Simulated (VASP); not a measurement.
Write the native input for VASP 6.6.1 that does the following.

* Task: single point
* Functional: PBE
* Potentials or basis: VASP PAW PBE potentials, release 64 (Si, O)
* Cutoff: 520 eV
* k mesh: 1 × 1 × 2
* Occupations: fermi-dirac, width 0.02 eV
* Spin: collinear spin
* Dipole correction: no
* Further INCAR settings: LREAL = Auto; ALGO = Normal; EDIFF = 1e-07; NBANDS = 165

The structure of Si16O33 (a cell with a defect) lies in POSCAR:

```
Si16O33
1.0
    0.1586610000      6.0993000000      6.0923650000
    0.1586610000     -6.0993000000      6.0923650000
    6.9520000000      0.0000000000      0.0000000000
Si O
16 33
Direct
    0.1629040725      0.8904989162      0.6518457116
    0.3595963235      0.0702521015      0.1091705864
    0.3381295133      0.6081155399      0.8523441887
    0.1403154413      0.4216712887      0.3840128104
    0.3531574019      0.1848872971      0.5179203120
    0.5696415181      0.3799227145      0.7411643989
    0.1485039595      0.3102128971      0.9783753413
    0.9294531195      0.1194377854      0.7569232936
    0.6673465975      0.3961916134      0.1535494563
    0.8589727927      0.5553323619      0.6085295428
    0.8293022764      0.1043860456      0.3475141446
    0.6444713559      0.9414534864      0.8813403457
    0.8813379845      0.6700242846     -0.0042273320
    0.0699571675      0.8775447390      0.2374407902
    0.6224215914      0.8290372202      0.4857136247
    0.4298550070      0.6167123413      0.2668908612
    0.7569210442      0.2528844522      0.2447917021
    0.5200104526     -0.0055256472      0.0402575438
    0.0225012937      0.7226818041      0.1263265596
    0.4487569915      0.7668972445      0.4091948578
    0.5669343282      0.3442053066      0.9710482709
    0.3985888723      0.1766594966      0.2912896611
    0.9353704029      0.1539325296      0.5266799925
    0.1020479718      0.3114266671      0.2049354685
    0.2898349484      0.0182321649      0.5863097142
    0.2399749852      0.9315030389      0.1645875748
    0.2127889907      0.4777658459      0.9161753791
    0.2559792915      0.5616350661      0.3259606876
    0.2807811438      0.1783342207      0.9434849776
    0.0361502339      0.9664303413      0.7999179963
    0.2203298624      0.3163388716      0.5514062495
    0.4628089146      0.5329831089      0.7017874351
    0.2488012092      0.7501666012      0.7563398180
   -0.0215301109      0.4951656883      0.4506521814
    0.5059493806      0.2297341019      0.6339600529
    0.9936606682      0.2703180584      0.8632454775
    0.0717301613      0.8324933676      0.4646494801
    0.9518391635      0.6216348297      0.7885190017
    0.4304727734      0.6640465344      0.0397212320
    0.5574539545      0.8665955037      0.7047101886
    0.8004235745      0.5180230925      0.0876577884
    0.7444535120      0.4132373639      0.6655944223
    0.6856543525      0.9996807780      0.4217750128
    0.7529806323      0.0901332206      0.8284741243
    0.7607725077      0.7028122227      0.5320606438
    0.5468118521      0.4707389696      0.3100540236
    0.7599849980      0.8102549894     -0.0331056680
    0.9420058237      0.0127604081      0.1977776793
    0.6558418976      0.7462041250      0.2502972943
```

The input as run:

INCAR

```
SYSTEM = Si16O33
PREC = Accurate
ENCUT = 520
EDIFF = 1E-7
ISMEAR = -1
SIGMA = 0.02
LREAL = Auto
LASPH = .TRUE.
NELM = 150
ALGO = Normal
ISIF = 2
LWAVE = .FALSE.
LCHARG = .FALSE.
ISPIN = 2
MAGMOM = 0 0 0 0 0 0 0 0 0 0 0 0 0 0 0 0 0 0 0 0 0 0 0 0 0 0 0 0 0 0 0 0 0 0 0 0 0 0 0 0 0 0 0 0 0 0 0 0 1
LORBIT = 11
GGA = PE
NBANDS = 165
```

KPOINTS

```
regular mesh
0
G
  1 1 2
  0 0 0
```

Potentials or basis: VASP PAW PBE potentials, release 64 (Si, O).

Run with:

```sh
$ cat potpaw_PBE.64/Si/POTCAR potpaw_PBE.64/O/POTCAR > POTCAR
$ mpirun -np 1 vasp_std > vasp.out
```

It gave:

```
Pressure                                              : 11.7 GPa
Largest force                                         : 0.137 eV/Å
Band gap on the k mesh                                : 1.20 eV
Net moment                                            : 2.00 μB per cell
Site moments                                          : Si -0.00, +0.00, -0.01 (each value once); O +0.00, +0.01, +0.29, +0.03, +0.02, +0.16, +0.12, +1.04 (each value once) μB
Valence electrons inside the program's atomic spheres : Si 1.66, 1.67, 1.68, 1.60, 1.62 (each value once); O 5.30, 5.28, 5.26, 5.14, 5.25, 5.27, 5.24, 5.23, 5.29, 5.22, 4.83 (each value once)
```

Caveat: the k points lie up to 0.73 Å⁻¹ apart.

It took 15 min on 1 thread of Intel(R) Xeon(R) Platinum 8259CL CPU @ 2.50GHz (Skylake/Cascade Lake), on a shared host, peak memory 0.76 GiB.
